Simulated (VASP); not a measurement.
A run of VASP 6.6.1:

File INCAR:

```
PREC = Accurate ; ENCUT = 520
EDIFF = 1E-7 ; ISMEAR = 0
SIGMA = 0.02 ; LREAL = Auto
LASPH = T ; NELM = 80
ALGO = Normal ; ISIF = 2
LWAVE = F ; LCHARG = F
GGA = PE ; NBANDS = 48
```

KPOINTS

```
Automatic mesh
0
Gamma
  2 2 2
```

The input POSCAR:

```
Si
1.0
    0.0000000000      5.4300000000      5.4300000000
    5.4300000000      0.0000000000      5.4300000000
    5.4300000000      5.4300000000      0.0000000000
Si
17
Direct
   -0.0467231123      0.0157698895      0.0150376611
    0.1160623389      0.1181131676      0.1177109576
    0.0057190608     -0.0186488950      0.5060269797
    0.1160509208      0.1181337937      0.6472369245
    0.0057780847      0.5066090239     -0.0192744015
    0.1161067219      0.6479610497      0.1175428177
    0.0057785451      0.5066104052      0.5060137201
    0.1621244936      0.6127570902      0.6121215470
    0.4940488950     -0.0026588398     -0.0031139042
    0.5798999079      0.1401837017      0.1395153775
    0.4940361878     -0.0026398711      0.5108404236
    0.6339451197      0.1144766114      0.6253493554
    0.4941200737      0.5115023941     -0.0032408840
    0.6340321363      0.6258417127      0.1140225599
    0.5365007366      0.4878508287      0.4874005525
    0.6340305709      0.6258591160      0.6252403315
    1.1771825967      0.2745732044      0.2736767035
```

Potentials or basis: VASP PAW PBE potentials, release 64 (Si).

Command:

```bash
$ cat potpaw_PBE.64/Si/POTCAR > POTCAR
$ mpirun -np 1 vasp_std > vasp.out
```

Hardware: 1 thread of AMD EPYC 9R45 (Zen 5) (shared host).

Problem. How long does it take, and how much memory?

Solution. Wall time 4.4 min on 1 thread of AMD EPYC 9R45 (Zen 5), on a shared host, peak memory 0.42 GiB. Counts: scf iterations 15, k points 8.
